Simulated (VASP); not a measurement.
# SnO2: single point with PBE

Crystal: SnO2.

```
Sn O
1.0
     4.70559    0.00000    0.00000
     0.00000    4.70560    0.00000
     0.00000    0.00000    3.40826
Sn O
2 4
Direct
  0.50000 0.50000 0.50000
  0.00000 0.00000 0.00000
  0.32122 0.32128 0.00000
  0.82122 0.17872 0.50000
  0.17878 0.82128 0.50000
  0.67878 0.67872 0.00000
```

This cell differs from its parent crystal: atoms shifted along a free coordinate, c/a of the conventional cell at fixed volume 0.7243.

* Program: VASP 6.6.1
* Task: single point
* Functional: PBE
* Potentials or basis: VASP PAW PBE potentials, release 64 (Sn_d, O)
* Cutoff: 520 eV
* k mesh: 6 × 6 × 8
* Occupations: gaussian, width 0.05 eV
* Spin: no spin polarisation
* Dipole correction: no
* Further INCAR settings: ALGO = Normal; EDIFF = 1e-06; NBANDS = 35

The pressure is 1.0 GPa. The largest force is 2.096 eV/Å and the band gap on the k mesh is 0.49 eV.

Forces in eV/Å, atoms in the order of the input:
```
Sn   0.000  0.000  0.000
Sn   0.000  0.000  0.000
O   -1.482 -1.482  0.000
O   -1.482  1.482  0.000
O    1.482 -1.482  0.000
O    1.482  1.482  0.000
```

Stress tensor (GPa, compression positive):
```
 4.52  0.00  0.00
 0.00  4.51  0.00
 0.00  0.00 -5.88
```

Levels at points of the mesh, in eV from the valence-band top:
| k point | band 24 | band 25 | band 26 | band 27 | band 28 | band 29 |
| --- | --- | --- | --- | --- | --- | --- |
| (0.00, 0.00, 0.00) | -0.56 | -0.56 | 0.00 | 0.49 | 4.46 | 5.71 |
| (0.50, 0.00, 0.00) | -1.28 | -0.59 | -0.59 | 3.68 | 3.68 | 6.10 |
| (0.00, 0.50, 0.00) | -1.28 | -0.59 | -0.59 | 3.68 | 3.68 | 6.10 |
| (0.50, 0.50, 0.00) | -1.41 | -0.64 | -0.64 | 3.54 | 3.54 | 6.66 |
| (0.00, 0.00, 0.50) | -1.45 | -1.23 | -1.23 | 5.74 | 5.74 | 9.45 |
| (0.50, 0.00, 0.50) | -0.91 | -0.41 | -0.41 | 6.12 | 6.12 | 7.69 |
| (0.00, 0.50, 0.50) | -0.91 | -0.41 | -0.41 | 6.12 | 6.12 | 7.69 |
| (0.50, 0.50, 0.50) | -1.01 | -0.62 | -0.62 | 5.02 | 5.02 | 8.18 |

Wall time 66 s on 1 thread of Intel(R) Xeon(R) 6975P-C (Granite Rapids), with other jobs on the host, peak memory 0.29 GiB.

Caveat: spin-orbit coupling is left out, which moves the levels of the heavy elements; forces of over 1 eV/Å act on the atoms, so gaps and moduli don't describe the material at rest.
